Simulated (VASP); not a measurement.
Input of a VASP 6.6.1 run:

INCAR

```
SYSTEM = NaCl
PREC = Accurate ; ENCUT = 520
EDIFF = 1E-7 ; ISMEAR = 0
SIGMA = 0.02 ; LREAL = .FALSE.
LASPH = .TRUE. ; NELM = 60
ALGO = Normal ; ISIF = 2
LWAVE = .FALSE. ; LCHARG = .FALSE.
GGA = PE ; NBANDS = 14
```

The input KPOINTS:

```
regular mesh
0
G
  8 8 8
  0 0 0
```

Contents of POSCAR:

```
NaCl
1.0
    0.0000000000      2.9399789482      2.9399789482
    2.9399789482      0.0000000000      2.9399789482
    2.9399789482      2.9399789482      0.0000000000
Na Cl
1 1
Direct
    0.0000000000      0.0000000000      0.0000000000
    0.5000000000      0.5000000000      0.5000000000
```

Potentials or basis: VASP PAW PBE potentials, release 64 (Na_pv, Cl).

Command:

```console
$ cat potpaw_PBE.64/Na_pv/POTCAR potpaw_PBE.64/Cl/POTCAR > POTCAR
$ mpirun -np 1 vasp_std > vasp.out
```

Problem. Estimate the band gap on the k mesh.

Solution. 4.66 eV.

Problem. Estimate the pressure.

Solution. -1.8 GPa.

A k mesh can miss the band edges.
